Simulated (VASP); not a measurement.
# GaP (F-43m) in VASP: single point with PBEsol

Aim: the single point of GaP with PBEsol.

Program: VASP 6.6.1. These are calculated values, not measurements. Logs are shortened: lines on timing, memory, paths and dates and some standing lists are left out, and cuts for length are marked.

**1. The cell of the first run**

It takes space group F-43m (No. 216, cubic). The conventional cell has a = 5.451 Å, b = 5.451 Å, c = 5.451 Å, α = 90.00°, β = 90.00°, γ = 90.00°. Ga (site symmetry -43m) has 4 P at 2.36 Å within 3.1 Å. P (site symmetry -43m) has 4 Ga at 2.36 Å within 3.1 Å.

**2. Single point, PBEsol**

The input, INCAR:

```
PREC     = Accurate       # precision mode
ENCUT    = 520            # plane-wave cutoff, eV
EDIFF    = 1E-7           # SCF threshold, eV
ISMEAR   = 0              # smearing method
SIGMA    = 0.1            # smearing width, eV
LREAL    = Auto         
LASPH    = True           # aspherical terms in the spheres
NELM     = 60             # most SCF steps
ALGO     = Normal         # electronic algorithm
ISIF     = 2              # what is computed and relaxed
LWAVE    = False          # write WAVECAR
LCHARG   = False          # write CHGCAR
GGA      = PS             # functional
NBANDS   = 86             # bands
ISYM     = 0
```

The input, KPOINTS:

```
Automatic mesh
0
Gamma
  2 2 2
  0.5 0.5 0.5
```

The input, POSCAR:

```
GaP
1.0
   -5.4505000000     -5.4505000000      0.0000000000
   -5.4505000000      0.0000000000     -5.4505000000
    0.0000000000     -5.4505000000     -5.4505000000
Ga P
8 8
Direct
    0.5000000000      0.5000000000      0.5000000000
    0.0000000000      0.5000000000      0.5000000000
    0.5000000000      0.0000000000      0.5000000000
    0.0000000000      0.0000000000      0.5000000000
    0.5000000000      0.5000000000      0.0000000000
    0.0000000000      0.5000000000      0.0000000000
    0.5000000000      0.0000000000      0.0000000000
    0.0000000000      0.0000000000      0.0000000000
    0.1250000000      0.1250000000      0.1250000000
    0.6250000000      0.1250000000      0.1250000000
    0.1250000000      0.6250000000      0.1250000000
    0.6250000000      0.6250000000      0.1250000000
    0.1250000000      0.1250000000      0.6250000000
    0.6250000000      0.1250000000      0.6250000000
    0.1250000000      0.6250000000      0.6250000000
    0.6250000000      0.6250000000      0.6250000000
```

Potentials or basis: VASP PAW PBE potentials, release 64 (Ga_d, P).

The run is started by

```
> cat potpaw_PBE.64/Ga_d/POTCAR potpaw_PBE.64/P/POTCAR > POTCAR
> mpirun -np 1 vasp_std > vasp.out
```

OUTCAR:

```text
PREC = Accurate
   ENCUT = 520
   EDIFF = 1E-7
   ISMEAR = 0
   LREAL = Auto
   LASPH = True
   NELM = 60
   ISIF = 2
   GGA = PS
   ISYM = 0

 ion  position               nearest neighbor table
   1  0.500  0.500  0.500-  16 2.36  14 2.36  15 2.36  12 2.36
   2  0.000  0.500  0.500-  15 2.36  13 2.36  11 2.36  16 2.36
   3  0.500  0.000  0.500-  14 2.36  13 2.36  10 2.36  16 2.36
   4  0.000  0.000  0.500-  13 2.36   9 2.36  14 2.36  15 2.36
   5  0.500  0.500  0.000-  12 2.36  11 2.36  10 2.36  16 2.36
   6  0.000  0.500  0.000-  11 2.36   9 2.36  12 2.36  15 2.36
[... 8 lines left out ...]
  15  0.125  0.625  0.625-   2 2.36   1 2.36   4 2.36   6 2.36
  16  0.625  0.625  0.625-   1 2.36   2 2.36   3 2.36   5 2.36

IMPORTANT INFORMATION: All symmetrisations will be switched off!
NOSYMM: (Re-)initialisation of all symmetry stuff for point group C_1.

----------------------------------------------------------------------------------------

                                     Primitive cell

  volume of cell :     323.8464

  direct lattice vectors                    reciprocal lattice vectors
    -5.450500000 -5.450500000  0.000000000    -0.091734703 -0.091734703  0.091734703
    -5.450500000  0.000000000 -5.450500000    -0.091734703  0.091734703 -0.091734703
     0.000000000 -5.450500000 -5.450500000     0.091734703 -0.091734703 -0.091734703

  length of vectors
     7.708171022  7.708171022  7.708171022     0.158889167  0.158889167  0.158889167

  position of ions in fractional coordinates (direct lattice)
     0.500000000  0.500000000  0.500000000
     0.000000000  0.500000000  0.500000000
     0.500000000  0.000000000  0.500000000
     0.000000000  0.000000000  0.500000000
     0.500000000  0.500000000  0.000000000
     0.000000000  0.500000000  0.000000000
[... 8 lines left out ...]
     0.125000000  0.625000000  0.625000000
     0.625000000  0.625000000  0.625000000

  ion indices of the primitive-cell ions
   primitive index   ion index
                 1           1
                 2           2
                 3           3
                 4           4
                 5           5
                 6           6
[... 8 lines left out ...]
                15          15
                16          16

----------------------------------------------------------------------------------------

 KPOINTS: Automatic mesh

Automatic generation of k-mesh.
 Grid dimensions read from file:
 generate k-points for:    2    2    2

 Generating k-lattice:

  Cartesian coordinates                     Fractional coordinates (reciprocal lattice)
    -0.045867352 -0.045867352  0.045867352     0.500000000  0.000000000  0.000000000
    -0.045867352  0.045867352 -0.045867352     0.000000000  0.500000000  0.000000000
     0.045867352 -0.045867352 -0.045867352     0.000000000  0.000000000  0.500000000

  Length of vectors
     0.079444583  0.079444583  0.079444583

  Shift w.r.t. Gamma in fractional coordinates (k-lattice)
     0.500000000  0.500000000  0.500000000

 Subroutine IBZKPT returns following result:
 ===========================================

 Found     16 irreducible k-points:

 Following reciprocal coordinates:
            Coordinates               Weight
  0.250000  0.250000  0.250000      2.000000
  0.250000  0.000000  0.000000      2.000000
  0.000000  0.000000 -0.250000      2.000000
  0.000000  0.250000  0.000000      2.000000
 -0.250000  0.250000  0.250000      2.000000
  0.250000 -0.250000  0.250000      2.000000
[... 8 lines left out ...]
  0.000000  0.250000  0.500000      2.000000
  0.500000  0.250000  0.000000      2.000000
   k-points           NKPTS =     16   k-points in BZ     NKDIM =     16   number of bands    NBANDS=     86
   number of dos      NEDOS =    301   number of ions     NIONS =     16
   total plane-waves  NPLWV = 216000
   dimension x,y,z NGX =    60 NGY =   60 NGZ =   60
   dimension x,y,z NGXF=   120 NGYF=  120 NGZF=  120
   ions per type =               8   8
   NGX,Y,Z   is equivalent  to a cutoff of  12.94, 12.94, 12.94 a.u.
   NGXF,Y,Z  is equivalent  to a cutoff of  25.88, 25.88, 25.88 a.u.
 SYSTEM =  unknown system
   PREC   = accura    normal or accurate (medium, high low for compatibility)
   ISTART =      0    job   : 0-new  1-cont  2-samecut
   ICHARG =      2    charge: 1-file 2-atom 10-const
   ISPIN  =      1    spin polarized calculation?
   LNONCOLLINEAR =      F non collinear calculations
   LSORBIT =      F    spin-orbit coupling
   LASPH  =      T    aspherical Exc in radial PAW
   ENCUT  =  520.0 eV  38.22 Ry    6.18 a.u.  14.33 14.33 14.33*2*pi/ulx,y,z
   NELM   =     60;   NELMIN=  2; NELMDL= -5     # of ELM steps
   EDIFF  = 0.1E-06   stopping-criterion for ELM
   LREAL  =      T    real-space projection
   EDIFFG = 0.1E-05   stopping-criterion for IOM
   NSW    =      0    number of steps for IOM
   IBRION =     -1    ionic relax: 0-MD 1-quasi-New 2-CG
   NFREE  =      0    steps in history (QN), initial steepest desc. (CG)
   ISIF   =      2    stress and relaxation
   ISYM   =      0    0-nonsym 1-usesym 2-fastsym
   POTIM  = 0.5000    time-step for ionic-motion
   TEBEG  =    0.0;   TEEND  =   0.0 temperature during run
   PSTRESS=    0.0 pullay stress
   NELECT =     144.0000    total number of electrons
   NUPDOWN=      -1.0000    fix difference up-down
   EMIN   =  10.00;   EMAX   =-10.00  energy-range for DOS
   EFERMI =   0.00;   METHOD = LEGACY
   ISMEAR =     0;   SIGMA  =   0.10  broadening in eV -4-tet -1-fermi 0-gaus
   EFERMI_NEDOS =   21; number of points for ismear=-14 and -15
   IALGO  =     38    algorithm
   IMIX   =      4    mixing-type and parameters
     AMIX     =   0.40;   BMIX     =  1.00
     AMIX_MAG =   1.60;   BMIX_MAG =  1.00
  volume/ion in A,a.u.               =      20.24       136.59
  Fermi-wavevector in a.u.,A,eV,Ry     =   1.249538  2.361284 21.243377  1.561344
  Thomas-Fermi vector in A             =   2.383574
   LORBIT       =      0    0 simple, 1 ext, 2 COOP (PROOUT), +10 PAW based schemes
   GGA     = PS    functional components
   LHFCALC =     F    Hartree Fock is set to
   AEXX    =    0.0000 exact exchange contribution
   IVDW    =     0    specifies the selected vdW correction
   LEPSILON=     F    determine dielectric tensor
   LRPA    =     F    only Hartree local field effects (RPA)
 non-spin polarized calculation
 Gauss-broadening in eV      SIGMA  =   0.10
  energy-cutoff  :      520.00
  volume of cell :      323.85
 maximum number of plane-waves:      8738
 NGX is ok and might be reduce to    60
   NGX = 29   NGY = 29   NGZ = 29

 number of electron     143.9999908 magnetization

 Free energy of the ion-electron system (eV)
  ---------------------------------------------------
  ext. energy  EPLUGINS =         0.00000000
  ---------------------------------------------------
  free energy    TOTEN  =       -79.37863216 eV

  energy without entropy =      -79.37863216  energy(sigma->0) =      -79.37863216

 E-fermi :   4.8276     XC(G=0): -10.0212

 val. band max:        4.3347391866   @ k =   0.2500   0.2500   0.2500
 cond. band min:       6.2836790777   @ k =   0.2500   0.2500   0.2500
 fundamental gap:      1.9489398910
 Fermi energy:         4.8275806206

 k-point     1 :       0.2500    0.2500    0.2500
  band No.  band energies     occupation
      1     -10.0823      2.00000
      2     -10.0823      2.00000
      3     -10.0823      2.00000
      4     -10.0556      2.00000
      5     -10.0555      2.00000
      6     -10.0555      2.00000
[... 76 lines left out ...]
     83       7.3320      0.00000
     84       8.7490      0.00000

 k-point     2 :       0.2500    0.0000    0.0000
  band No.  band energies     occupation
      1     -10.0823      2.00000
      2     -10.0823      2.00000
      3     -10.0823      2.00000
      4     -10.0556      2.00000
      5     -10.0555      2.00000
      6     -10.0555      2.00000
[... 1207 lines left out ...]
     83       8.9248      0.00000
     84       8.9249      0.00000

 k-point    16 :       0.5000    0.2500    0.0000
  band No.  band energies     occupation
      1     -10.0703      2.00000
      2     -10.0703      2.00000
      3     -10.0613      2.00000
      4     -10.0582      2.00000
      5     -10.0549      2.00000
      6     -10.0549      2.00000
[... 76 lines left out ...]
     83       8.9248      0.00000
     84       8.9249      0.00000
 [bands above 84 left out]

------------------------ aborting loop because EDIFF is reached ----------------------------------------

  FORCE on cell =-STRESS in cart. coord.  units (eV):
  Direction    XX          YY          ZZ          XY          YZ          ZX
  --------------------------------------------------------------------------------------
  -------------------------------------------------------------------------------------
  Total       -1.2886068     -1.2886385     -1.2887011     -0.0000300      0.0001169      0.0000810
  in kB       -6.3751729     -6.3753300     -6.3756393     -0.0001483      0.0005782      0.0004008
  external PRESSURE =      -6.3753807 kB  Pullay stress =       0.0000000 kB

 VOLUME and BASIS-vectors are now :
 -----------------------------------------------------------------------------
  energy-cutoff  :      520.00
  volume of cell :      323.85
      direct lattice vectors                 reciprocal lattice vectors
    -5.450500000 -5.450500000  0.000000000    -0.091734703 -0.091734703  0.091734703
    -5.450500000  0.000000000 -5.450500000    -0.091734703  0.091734703 -0.091734703
     0.000000000 -5.450500000 -5.450500000     0.091734703 -0.091734703 -0.091734703

 POSITION                                       TOTAL-FORCE (eV/Angst)
 -----------------------------------------------------------------------------------
     -5.45050     -5.45050     -5.45050        -0.000013     -0.000012      0.000003
     -2.72525     -2.72525     -5.45050        -0.000000      0.000003      0.000002
     -2.72525     -5.45050     -2.72525        -0.000007     -0.000003      0.000001
      0.00000     -2.72525     -2.72525        -0.000012     -0.000003     -0.000019
     -5.45050     -2.72525     -2.72525        -0.000001     -0.000007     -0.000003
     -2.72525      0.00000     -2.72525        -0.000003     -0.000012     -0.000006
[... 8 lines left out ...]
     -4.08787     -4.08787     -6.81312        -0.000006      0.000002      0.000013
     -6.81312     -6.81312     -6.81312         0.000011      0.000015      0.000020
 -----------------------------------------------------------------------------------
    total drift:                               -0.000019     -0.000021      0.000036

  FREE ENERGIE OF THE ION-ELECTRON SYSTEM (eV)
  ---------------------------------------------------
  free  energy   TOTEN  =       -79.3786321574 eV

  energy  without entropy=      -79.3786321574  energy(sigma->0) =      -79.37863216
```

It took 10 min on 1 thread of Intel Xeon 6975P-C (Granite Rapids), shared host; peak memory 0.63 GiB.

What came out:

| Quantity | Value |
| --- | --- |
| Free energy | -79.3786 eV |
| Pressure | -0.6 GPa |
| Band gap on the k mesh | 1.95 eV |

Caveat: the PAW data sets were made with another functional, which shifts forces and pressure a little; a shifted mesh leaves out Γ, where band edges can lie.
